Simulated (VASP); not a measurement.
Here is a VASP 6.6.1 calculation.

POSCAR

```
C
1.0
    2.4562300000      0.0000000000      0.0000000000
   -1.2281150000      2.1271575775      0.0000000000
    0.0000000000      0.0000000000     24.1339600000
C
4
Direct
    0.0000000000      0.0000000000      0.5704700000
    0.0000000000      0.0000000000      0.4295300000
    0.3333333333      0.6666666667      0.4295200000
    0.6666666667      0.3333333333      0.5704800000
```

Contents of INCAR.step1:

```
SYSTEM = C
PREC = Accurate ; ENCUT = 600
ISMEAR = 1 ; SIGMA = 0.15
LREAL = .False. ; LASPH = .True.
NELM = 80 ; GGA = PE
ALGO = Normal ; EDIFF = 1E-4
LWAVE = .True. ; LCHARG = .False.
```

The input INCAR.step2:

```
SYSTEM = C
PREC = Accurate ; ENCUT = 600
EDIFF = 1E-7 ; ISMEAR = 1
SIGMA = 0.15 ; LREAL = .False.
LASPH = .True. ; NELM = 80
ALGO = Normal ; ISIF = 3
LWAVE = .False. ; LCHARG = .False.
METAGGA = R2SCAN ; LMIXTAU = .True.
IBRION = 2 ; NSW = 80
EDIFFG = -0.05 ; ISTART = 1
```

KPOINTS

```
Automatic mesh
0
Gamma
  12 12 1
  0 0 0
```

Potentials or basis: VASP PAW PBE potentials, release 64 (C).

Run with:

```console
$ cat potpaw_PBE.64/C/POTCAR > POTCAR
$ cp INCAR.step1 INCAR
$ mpirun -np 1 vasp_std > vasp.out
$ cp INCAR.step2 INCAR
$ mpirun -np 1 vasp_std > vasp.out
```

Question: Predict the band gap on the k mesh.

Answer: Zero (filled and empty bands touch).

Forces in eV/Å, atoms in the order of the input:
```
C    0.000  0.000  0.008
C    0.000  0.000 -0.008
C    0.000  0.000 -0.017
C    0.000  0.000  0.017
```

Caveat: the relaxation stopped at its first step, so nothing moved; there is no dipole correction, which matters where the two faces differ; the PAW data sets were made with another functional, which shifts forces and pressure a little.
